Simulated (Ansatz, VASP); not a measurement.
## Ta2AlF3: VASP beside Ansatz

```
Ta Al F
1.0
     6.44674    0.00000    0.00000
    -3.22337    5.58304    0.00000
     0.00000    0.00000    2.57686
Ta Al F
2 1 3
Direct
  0.33333 0.66667 0.50000
  0.66667 0.33333 0.50000
  0.00000 0.00000 0.50000
  0.33979 0.00000 0.50000
  0.00000 0.33979 0.50000
  0.66021 0.66021 0.50000
```

Alike in both runs: task relaxation of cell and atoms; functional PBE; k mesh 6 × 6 × 14; occupations gaussian, width 0.1 eV; no spin polarisation.

```csv
,VASP,Ansatz
version,VASP 6.6.1,Ansatz 0.2.0
potentials or method,"VASP PAW PBE potentials, release 64 (Ta_pv, Al, F), cutoff 600 eV","scalar-relativistic, plane waves, PAW"
valence electrons in the cell,46,50
```

VASP gave:

| Item | Value |
| --- | --- |
| gap on the k mesh at the Fermi level, each at its own relaxed structure (eV) | none |
| relaxed volume (Å³/atom) | 15.58 |
| relaxed length of the cell vector where the two differ most in proportion (Å) | 6.449 |

**Question.** Estimate Ansatz's values.

**Answer.** gap on the k mesh at the Fermi level, each at its own relaxed structure (eV): none; relaxed volume (Å³/atom): 15.62; relaxed length of the cell vector where the two differ most in proportion (Å): 6.457.

A gap of «none» marks a metal or a gap that the smearing closes. VASP's potentials hold 46 valence electrons a cell and Ansatz's 50, so a difference there can come from the potentials and not from the codes.

Neither program's run includes spin-orbit coupling.
